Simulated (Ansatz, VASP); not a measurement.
# Two plane-wave programs on BaTe

```
CELL_PARAMETERS angstrom
0.00000 3.43420 3.43420
3.43420 0.00000 3.43420
3.43420 3.43420 0.00000
ATOMIC_POSITIONS crystal
Ba 0.00000 0.00000 0.00000
Te 0.50000 0.50000 0.50000
```

Alike in both runs: task single point; functional LDA; k mesh 8 × 8 × 8; occupations gaussian, width 0.02 eV; no spin polarisation.

|  | VASP | Ansatz |
| --- | --- | --- |
| version | VASP 6.6.1 | Ansatz 0.2.0 |
| potentials or method | VASP PAW LDA potentials, release 64 (Ba_sv, Te), cutoff 500 eV | scalar-relativistic, plane waves, PAW |
| valence electrons in the cell | 16 | 26 |

Ansatz gave:

| Item | Value |
| --- | --- |
| gap on the k mesh at the Fermi level (eV) | 1.36 |
| least direct gap on the mesh (eV) | 1.71 |
| pressure (GPa) | 0.0 |

What did VASP give for the same quantities?

gap on the k mesh at the Fermi level (eV): 1.26; least direct gap on the mesh (eV): 1.64; pressure (GPa): 0.4.

LDA's correlation is that of Perdew and Zunger in VASP and of Perdew and Wang (1992) in Ansatz. VASP's potentials hold 16 valence electrons a cell and Ansatz's 26, so a difference there can come from the potentials and not from the codes.

Neither program's run includes spin-orbit coupling.
